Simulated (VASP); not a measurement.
# GaP (F-43m) in VASP: further runs

GaP is run at these levels: revPBE+D3(BJ), r2SCAN+rVV10, r2SCAN+D4; tasks: single point, relaxation of cell and atoms.

Program: VASP 6.6.1. These are calculated values, not measurements. Logs are shortened: lines on timing, memory, paths and dates and some standing lists are left out, and cuts for length are marked.

**Experimental background.**

“Stacking defects in GaP nanowires: Electronic structure and optical properties”, 2018, arxiv:1810.01194 quotes, for a bulk crystal of GaP at 10 K: band gap 2.34 eV (indirect).

How close the calculation comes is told below.

## 1. The cell of the first run

The structure is cubic, space group F-43m (No. 216). Conventional cell: a = 5.420 Å, b = 5.420 Å, c = 5.420 Å, α = 90.00°, β = 90.00°, γ = 90.00°. Ga (site symmetry -43m) has 4 P at 2.35 Å within 3.1 Å. P (site symmetry -43m) has 4 Ga at 2.35 Å within 3.1 Å.

## 2. Single point, revPBE+D3(BJ)

The input, INCAR:

```
SYSTEM = GaP
PREC     = Accurate       ! precision mode
ENCUT    = 520            ! plane-wave cutoff, eV
EDIFF    = 1E-7           ! SCF threshold, eV
ISMEAR   = 0              ! smearing method
SIGMA    = 0.01           ! smearing width, eV
LREAL    = .False.        ! projectors in reciprocal space
LASPH    = .True.         ! aspherical terms in the spheres
NELM     = 60             ! most SCF steps
ALGO     = Normal         ! electronic algorithm
ISIF     = 2              ! what is computed and relaxed
LWAVE    = .False.        ! write WAVECAR
LCHARG   = .False.        ! write CHGCAR
GGA      = RE             ! functional
IVDW     = 12             ! dispersion correction
NBANDS   = 16             ! bands
```

The input, KPOINTS:

```
Automatic mesh
0
Gamma
  6 6 6
  0 0 0
```

The input, POSCAR:

```
GaP
1.0
    0.0000000000      2.7102190128      2.7102190128
    2.7102190128      0.0000000000      2.7102190128
    2.7102190128      2.7102190128      0.0000000000
Ga P
1 1
Direct
    0.0000000000      0.0000000000      0.0000000000
    0.2500000000      0.2500000000      0.2500000000
```

Potentials or basis: VASP PAW PBE potentials, release 64 (Ga_d, P).

Run with:

```sh
$ cat potpaw_PBE.64/Ga_d/POTCAR potpaw_PBE.64/P/POTCAR > POTCAR
$ mpirun -np 1 vasp_std > vasp.out
```

OUTCAR:

```text
SYSTEM = GaP
   PREC = Accurate
   ENCUT = 520
   EDIFF = 1E-7
   ISMEAR = 0
   LREAL = .False.
   LASPH = .True.
   NELM = 60
   ISIF = 2
   GGA = RE
   IVDW = 12
 IVDW          = 12

 ion  position               nearest neighbor table
   1  0.000  0.000  0.000-   2 2.35   2 2.35   2 2.35   2 2.35
   2  0.250  0.250  0.250-   1 2.35   1 2.35   1 2.35   1 2.35

  LATTYP: Found a face centered cubic cell.
 ALAT       =     5.4204380256

  Lattice vectors:

 A1 = (   0.0000000000,   2.7102190128,   2.7102190128)
 A2 = (   2.7102190128,   0.0000000000,   2.7102190128)
 A3 = (   2.7102190128,   2.7102190128,   0.0000000000)

Analysis of symmetry for initial positions (statically):
=====================================================================
 Subroutine PRICEL returns:
 Original cell was already a primitive cell.

 Routine SETGRP: Setting up the symmetry group for a
 face centered cubic supercell.

 Subroutine GETGRP returns: Found 24 space group operations
 (whereof 24 operations were pure point group operations)
 out of a pool of 48 trial point group operations.

The static configuration has the point symmetry T_d .

Analysis of symmetry for dynamics (positions and initial velocities):
=====================================================================
 Subroutine PRICEL returns:
 Original cell was already a primitive cell.

 Routine SETGRP: Setting up the symmetry group for a
 face centered cubic supercell.

 Subroutine GETGRP returns: Found 24 space group operations
 (whereof 24 operations were pure point group operations)
 out of a pool of 48 trial point group operations.

The dynamic configuration has the point symmetry T_d .

 Subroutine INISYM returns: Found 24 space group operations
 (whereof 24 operations are pure point group operations),
 and found     1 'primitive' translations

----------------------------------------------------------------------------------------

                                     Primitive cell

  volume of cell :      39.8147

  direct lattice vectors                    reciprocal lattice vectors
     0.000000000  2.710219013  2.710219013    -0.184486935  0.184486935  0.184486935
     2.710219013  0.000000000  2.710219013     0.184486935 -0.184486935  0.184486935
     2.710219013  2.710219013  0.000000000     0.184486935  0.184486935 -0.184486935

  length of vectors
     3.832828485  3.832828485  3.832828485     0.319540745  0.319540745  0.319540745

  position of ions in fractional coordinates (direct lattice)
     0.000000000  0.000000000  0.000000000
     0.250000000  0.250000000  0.250000000

  ion indices of the primitive-cell ions
   primitive index   ion index
                 1           1
                 2           2

----------------------------------------------------------------------------------------

 KPOINTS: Automatic mesh

Automatic generation of k-mesh.
 Grid dimensions read from file:
 generate k-points for:    6    6    6

 Generating k-lattice:

  Cartesian coordinates                     Fractional coordinates (reciprocal lattice)
    -0.030747823  0.030747823  0.030747823     0.166666667  0.000000000  0.000000000
     0.030747823 -0.030747823  0.030747823     0.000000000  0.166666667  0.000000000
     0.030747823  0.030747823 -0.030747823     0.000000000  0.000000000  0.166666667

  Length of vectors
     0.053256791  0.053256791  0.053256791

  Shift w.r.t. Gamma in fractional coordinates (k-lattice)
     0.000000000  0.000000000  0.000000000

 Subroutine IBZKPT returns following result:
 ===========================================

 Found     16 irreducible k-points:

 Following reciprocal coordinates:
            Coordinates               Weight
  0.000000  0.000000  0.000000      1.000000
  0.166667  0.000000  0.000000      8.000000
  0.333333  0.000000  0.000000      8.000000
  0.500000  0.000000  0.000000      4.000000
  0.166667  0.166667  0.000000      6.000000
  0.333333  0.166667  0.000000     24.000000
[... 8 lines left out ...]
 -0.333333  0.333333  0.166667     24.000000
 -0.333333  0.500000  0.166667     12.000000
   k-points           NKPTS =     16   k-points in BZ     NKDIM =     16   number of bands    NBANDS=     16
   number of dos      NEDOS =    301   number of ions     NIONS =      2
   total plane-waves  NPLWV =  27000
   dimension x,y,z NGX =    30 NGY =   30 NGZ =   30
   dimension x,y,z NGXF=    60 NGYF=   60 NGZF=   60
   ions per type =               1   1
   NGX,Y,Z   is equivalent  to a cutoff of  13.01, 13.01, 13.01 a.u.
   NGXF,Y,Z  is equivalent  to a cutoff of  26.02, 26.02, 26.02 a.u.
 SYSTEM =  GaP
   PREC   = accura    normal or accurate (medium, high low for compatibility)
   ISTART =      0    job   : 0-new  1-cont  2-samecut
   ICHARG =      2    charge: 1-file 2-atom 10-const
   ISPIN  =      1    spin polarized calculation?
   LNONCOLLINEAR =      F non collinear calculations
   LSORBIT =      F    spin-orbit coupling
   LASPH  =      T    aspherical Exc in radial PAW
   ENCUT  =  520.0 eV  38.22 Ry    6.18 a.u.   7.13  7.13  7.13*2*pi/ulx,y,z
   NELM   =     60;   NELMIN=  2; NELMDL= -5     # of ELM steps
   EDIFF  = 0.1E-06   stopping-criterion for ELM
   LREAL  =      F    real-space projection
   EDIFFG = 0.1E-05   stopping-criterion for IOM
   NSW    =      0    number of steps for IOM
   IBRION =     -1    ionic relax: 0-MD 1-quasi-New 2-CG
   NFREE  =      0    steps in history (QN), initial steepest desc. (CG)
   ISIF   =      2    stress and relaxation
   ISYM   =      2    0-nonsym 1-usesym 2-fastsym
   POTIM  = 0.5000    time-step for ionic-motion
   TEBEG  =    0.0;   TEEND  =   0.0 temperature during run
   PSTRESS=    0.0 pullay stress
   NELECT =      18.0000    total number of electrons
   NUPDOWN=      -1.0000    fix difference up-down
   EMIN   =  10.00;   EMAX   =-10.00  energy-range for DOS
   EFERMI =   0.00;   METHOD = LEGACY
   ISMEAR =     0;   SIGMA  =   0.01  broadening in eV -4-tet -1-fermi 0-gaus
   EFERMI_NEDOS =   21; number of points for ismear=-14 and -15
   IALGO  =     38    algorithm
   IMIX   =      4    mixing-type and parameters
     AMIX     =   0.40;   BMIX     =  1.00
     AMIX_MAG =   1.60;   BMIX_MAG =  1.00
  volume/ion in A,a.u.               =      19.91       134.34
  Fermi-wavevector in a.u.,A,eV,Ry     =   1.256468  2.374379 21.479663  1.578711
  Thomas-Fermi vector in A             =   2.390174
   LORBIT       =      0    0 simple, 1 ext, 2 COOP (PROOUT), +10 PAW based schemes
   GGA     = RE    functional components
   LHFCALC =     F    Hartree Fock is set to
   AEXX    =    0.0000 exact exchange contribution
   IVDW    =    12    specifies the selected vdW correction
   LEPSILON=     F    determine dielectric tensor
   LRPA    =     F    only Hartree local field effects (RPA)
 non-spin polarized calculation
 Gauss-broadening in eV      SIGMA  =   0.01
  energy-cutoff  :      520.00
  volume of cell :       39.81
 maximum number of plane-waves:      1090
 NGX is ok and might be reduce to    30
   NGX = 15   NGY = 15   NGZ = 15

 number of electron      17.9999988 magnetization

 Free energy of the ion-electron system (eV)
  ---------------------------------------------------
  ext. energy  EPLUGINS =         0.00000000
  ---------------------------------------------------
  free energy    TOTEN  =        -8.49660649 eV

  energy without entropy =       -8.49660649  energy(sigma->0) =       -8.49660649

 E-fermi :   4.9819     XC(G=0):  -9.7836

 val. band max:        4.8971846983   @ k =   0.0000   0.0000   0.0000
 cond. band min:       6.5837701154   @ k =   0.5000   0.5000   0.0000
 fundamental gap:      1.6865854171
 Fermi energy:         4.9819009598

 k-point     1 :       0.0000    0.0000    0.0000
  band No.  band energies     occupation
      1      -9.6819      2.00000
      2      -9.6819      2.00000
      3      -9.6819      2.00000
      4      -9.5773      2.00000
      5      -9.5773      2.00000
      6      -7.6999      2.00000
[... 8 lines left out ...]
     15      14.6718      0.00000
     16      14.6718      0.00000

 k-point     2 :       0.1667    0.0000    0.0000
  band No.  band energies     occupation
      1      -9.7067      2.00000
      2      -9.6737      2.00000
      3      -9.6737      2.00000
      4      -9.5771      2.00000
      5      -9.5771      2.00000
      6      -7.3363      2.00000
[... 8 lines left out ...]
     15      13.8694      0.00000
     16      15.1584      0.00000

 k-point     3 :       0.3333    0.0000    0.0000
  band No.  band energies     occupation
      1      -9.7496      2.00000
      2      -9.6605      2.00000
      3      -9.6605      2.00000
      4      -9.5734      2.00000
      5      -9.5734      2.00000
      6      -6.3690      2.00000
[... 8 lines left out ...]
     15      14.5717      0.00000
     16      14.7779      0.00000

 k-point     4 :       0.5000    0.0000    0.0000
  band No.  band energies     occupation
      1      -9.7689      2.00000
      2      -9.6559      2.00000
      3      -9.6559      2.00000
      4      -9.5694      2.00000
      5      -9.5694      2.00000
      6      -5.5854      2.00000
[... 8 lines left out ...]
     15      16.6163      0.00000
     16      16.6163      0.00000
[... 172 lines left out ...]
 k-point    14 :       0.5000    0.3333    0.1667
  band No.  band energies     occupation
      1      -9.7740      2.00000
      2      -9.6456      2.00000
      3      -9.6341      2.00000
      4      -9.5922      2.00000
      5      -9.5658      2.00000
      6      -5.5771      2.00000
[... 8 lines left out ...]
     15      16.8584      0.00000
     16      18.2943      0.00000

 k-point    15 :      -0.3333    0.3333    0.1667
  band No.  band energies     occupation
      1      -9.7804      2.00000
      2      -9.6455      2.00000
      3      -9.6270      2.00000
      4      -9.5886      2.00000
      5      -9.5691      2.00000
      6      -4.9064      2.00000
[... 8 lines left out ...]
     15      17.4954      0.00000
     16      17.8154      0.00000

 k-point    16 :      -0.3333    0.5000    0.1667
  band No.  band energies     occupation
      1      -9.7916      2.00000
      2      -9.6336      2.00000
      3      -9.6188      2.00000
      4      -9.5989      2.00000
      5      -9.5633      2.00000
      6      -4.5942      2.00000
[... 8 lines left out ...]
     15      16.8618      0.00000
     16      18.6121      0.00000

------------------------ aborting loop because EDIFF is reached ----------------------------------------

 Edisp (eV)   -1.24350

 E8    (eV) :    -0.8593

  FORCE on cell =-STRESS in cart. coord.  units (eV):
  Direction    XX          YY          ZZ          XY          YZ          ZX
  --------------------------------------------------------------------------------------
  -------------------------------------------------------------------------------------
  Total      -0.02459    -0.02459    -0.02459     0.00000    -0.00000    -0.00000
  in kB      -0.98946    -0.98946    -0.98946     0.00000    -0.00000    -0.00000
  external pressure =       -0.99 kB  Pullay stress =        0.00 kB

 VOLUME and BASIS-vectors are now :
 -----------------------------------------------------------------------------
  energy-cutoff  :      520.00
  volume of cell :       39.81
      direct lattice vectors                 reciprocal lattice vectors
     0.000000000  2.710219013  2.710219013    -0.184486935  0.184486935  0.184486935
     2.710219013  0.000000000  2.710219013     0.184486935 -0.184486935  0.184486935
     2.710219013  2.710219013  0.000000000     0.184486935  0.184486935 -0.184486935

 POSITION                                       TOTAL-FORCE (eV/Angst)
 -----------------------------------------------------------------------------------
      0.00000      0.00000      0.00000         0.000000      0.000000      0.000000
      1.35511      1.35511      1.35511        -0.000000     -0.000000     -0.000000
 -----------------------------------------------------------------------------------
    total drift:                                0.000001      0.000001      0.000001

  FREE ENERGIE OF THE ION-ELECTRON SYSTEM (eV)
  ---------------------------------------------------
  free  energy   TOTEN  =        -9.7401037234 eV

  energy  without entropy=       -9.7401037234  energy(sigma->0) =       -9.74010372
```

It took 17 s on 1 thread of AMD EPYC 7R13, shared host; peak memory 0.15 GiB.

Results:

```yaml
Free_energy: -9.7401 eV
Pressure: -0.1 GPa
Band_gap_on_the_k_mesh: 1.69 eV (least direct gap 2.06 eV)
Dispersion_energy_per_atom: -0.622 eV
```

Caveat: the PAW data sets were made with another functional, which shifts forces and pressure a little.

## 3. Single point, r2SCAN+rVV10

This run uses another cell than the first one, of 20.09 Å³/atom.

The input, POSCAR:

```
GaP
1.0
    0.0000000000      2.7183404918      2.7183404918
    2.7183404918      0.0000000000      2.7183404918
    2.7183404918      2.7183404918      0.0000000000
Ga P
1 1
Direct
    0.0000000000      0.0000000000      0.0000000000
    0.2500000000      0.2500000000      0.2500000000
```

The input, INCAR.step1:

```
SYSTEM = GaP
PREC     = Accurate       ! precision mode
ENCUT    = 520            ! plane-wave cutoff, eV
ISMEAR   = 0              ! smearing method
SIGMA    = 0.01           ! smearing width, eV
LREAL    = .FALSE.        ! projectors in reciprocal space
LASPH    = .TRUE.         ! aspherical terms in the spheres
NELM     = 80             ! most SCF steps
NBANDS   = 16             ! bands
GGA      = PE             ! functional
ALGO     = Normal         ! electronic algorithm
EDIFF    = 1E-4           ! SCF threshold, eV
LWAVE    = .TRUE.         ! write WAVECAR
LCHARG   = .FALSE.        ! write CHGCAR
```

The input, INCAR.step2:

```
SYSTEM = GaP
PREC     = Accurate       ! precision mode
ENCUT    = 520            ! plane-wave cutoff, eV
EDIFF    = 1E-6           ! SCF threshold, eV
ISMEAR   = 0              ! smearing method
SIGMA    = 0.01           ! smearing width, eV
LREAL    = .FALSE.        ! projectors in reciprocal space
LASPH    = .TRUE.         ! aspherical terms in the spheres
NELM     = 80             ! most SCF steps
ALGO     = Normal         ! electronic algorithm
ISIF     = 2              ! what is computed and relaxed
LWAVE    = .FALSE.        ! write WAVECAR
LCHARG   = .FALSE.        ! write CHGCAR
METAGGA  = R2SCAN         ! meta-GGA
LMIXTAU  = .TRUE.       
LUSE_VDW = .TRUE.       
IVDW_NL  = 2            
BPARAM   = 11.95        
CPARAM   = 0.0093       
NBANDS   = 16             ! bands
ISTART   = 1
```

The input, KPOINTS:

```
regular mesh
0
G
  6 6 6
  0 0 0
```

Potentials or basis: VASP PAW PBE potentials, release 64 (Ga_d, P).

Run with:

```sh
$ cat potpaw_PBE.64/Ga_d/POTCAR potpaw_PBE.64/P/POTCAR > POTCAR
$ cp INCAR.step1 INCAR
$ mpirun -np 1 vasp_std > vasp.out
$ cp INCAR.step2 INCAR
$ mpirun -np 1 vasp_std > vasp.out
```

It took 1.8 min on 1 thread of AMD EPYC 7R13, shared host; peak memory 0.26 GiB.

The run converged. Its results:

```yaml
Free_energy: -20.9371 eV
Pressure: 0.0 GPa
Band_gap_on_the_k_mesh: 1.84 eV (least direct gap 2.39 eV)
```

Levels at points of the mesh, in eV from the valence-band top:
```csv
k point,band 6,band 7,band 8,band 9,band 10,band 11,band 12,band 13
"(0.00, 0.00, 0.00)",-13.09,0.00,0.00,0.00,2.39,4.17,4.17,4.17
"(0.50, 0.00, 0.00)",-10.90,-6.91,-1.18,-1.18,2.04,5.03,5.03,8.76
"(0.50, 0.50, 0.00)",-9.95,-7.01,-2.84,-2.84,1.84,2.06,11.41,11.41
```

Caveat: the PAW data sets were made with another functional, which shifts forces and pressure a little.

## 4. Single point, r2SCAN+D4

This run uses another cell than the first one, of 20.02 Å³/atom.

The input, POSCAR:

```
GaP
1.0
    0.0000000000      2.7153603420      2.7153603420
    2.7153603420      0.0000000000      2.7153603420
    2.7153603420      2.7153603420      0.0000000000
Ga P
1 1
Direct
    0.0000000000      0.0000000000      0.0000000000
    0.2500000000      0.2500000000      0.2500000000
```

The input, INCAR.step1:

```
PREC     = Accurate       # precision mode
ENCUT    = 520            # plane-wave cutoff, eV
ISMEAR   = 0              # smearing method
SIGMA    = 0.01           # smearing width, eV
LREAL    = False          # projectors in reciprocal space
LASPH    = True           # aspherical terms in the spheres
NELM     = 100            # most SCF steps
NBANDS   = 16             # bands
GGA      = PE             # functional
ALGO     = Normal         # electronic algorithm
EDIFF    = 1E-4           # SCF threshold, eV
LWAVE    = True           # write WAVECAR
LCHARG   = False          # write CHGCAR
```

The input, INCAR.step2:

```
PREC     = Accurate       # precision mode
ENCUT    = 520            # plane-wave cutoff, eV
EDIFF    = 1E-7           # SCF threshold, eV
ISMEAR   = 0              # smearing method
SIGMA    = 0.01           # smearing width, eV
LREAL    = False          # projectors in reciprocal space
LASPH    = True           # aspherical terms in the spheres
NELM     = 100            # most SCF steps
ALGO     = Normal         # electronic algorithm
ISIF     = 2              # what is computed and relaxed
LWAVE    = False          # write WAVECAR
LCHARG   = False          # write CHGCAR
METAGGA  = R2SCAN         # meta-GGA
LMIXTAU  = True         
IVDW     = 13             # dispersion correction
VDW_S6   = 1.0          
VDW_S8   = 0.6018749    
VDW_A1   = 0.51559235   
VDW_A2   = 5.77342911   
NBANDS   = 16             # bands
ISTART   = 1
```

The input, KPOINTS:

```
Automatic mesh
0
Gamma
  6 6 6
```

Run with:

```sh
$ cat potpaw_PBE.64/Ga_d/POTCAR potpaw_PBE.64/P/POTCAR > POTCAR
$ cp INCAR.step1 INCAR
$ mpirun -np 1 vasp_std > vasp.out
$ cp INCAR.step2 INCAR
$ mpirun -np 1 vasp_std > vasp.out
```

Run time: 92 s. Hardware: 1 thread of AMD EPYC 7R13, shared host; peak memory 0.14 GiB.

It converged, with:

```
Free energy                : -21.7437 eV
Pressure                   : -0.1 GPa
Band gap on the k mesh     : 1.89 eV (least direct gap 2.44 eV)
Dispersion energy per atom : -0.147 eV
```

Levels at points of the mesh, in eV from the valence-band top:
| k point | band 6 | band 7 | band 8 | band 9 | band 10 | band 11 | band 12 | band 13 |
| --- | --- | --- | --- | --- | --- | --- | --- | --- |
| (0.00, 0.00, 0.00) | -13.11 | 0.00 | 0.00 | 0.00 | 2.44 | 4.18 | 4.18 | 4.18 |
| (0.50, 0.00, 0.00) | -10.91 | -6.91 | -1.19 | -1.19 | 2.07 | 5.05 | 5.05 | 8.85 |
| (0.50, 0.50, 0.00) | -9.96 | -7.01 | -2.84 | -2.84 | 1.89 | 2.09 | 11.44 | 11.44 |

Caveat: the PAW data sets were made with another functional, which shifts forces and pressure a little.

[end of part 1 of 2]
